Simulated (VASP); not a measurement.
## BAs: single point with PBE

The system is BAs.

```
B As
1.0
     0.00000    2.39187    2.39187
     2.39187    0.00000    2.39187
     2.39187    2.39187    0.00000
B As
1 1
Direct
  0.25000 0.25000 0.25000
  0.00000 0.00000 0.00000
```

* Program: VASP 6.6.1
* Task: single point
* Functional: PBE
* Potentials or basis: VASP PAW PBE potentials, release 64 (B, As)
* Cutoff: 520 eV
* k mesh: 6 × 6 × 6
* Occupations: gaussian, width 0.01 eV
* Spin: no spin polarisation

* Pressure: 2.8 GPa
* Band gap on the k mesh: 1.28 eV, indirect (least direct gap 3.27 eV)

Levels at points of the mesh, in eV from the valence-band top:
```
           k point  band 1  band 2  band 3  band 4  band 5  band 6  band 7  band 8  band 9
(0.00, 0.00, 0.00)  -15.36    0.00    0.00    0.00    3.27    3.27    3.27    4.63    9.56
(0.50, 0.00, 0.00)  -12.51   -8.76   -1.82   -1.82    2.67    4.77    4.77    8.86   12.68
(0.50, 0.50, 0.00)  -11.20   -8.51   -4.06   -4.06    1.43    1.44   11.33   11.33   12.83
```

Wall time 4.9 s on 1 thread of Intel(R) Xeon(R) Platinum 8375C CPU @ 2.90GHz (Ice Lake), with other jobs on the host, peak memory 0.15 GiB.

A k mesh can miss the band edges. Expect the measured gap to be larger: semilocal functionals such as PBE lack the derivative discontinuity.
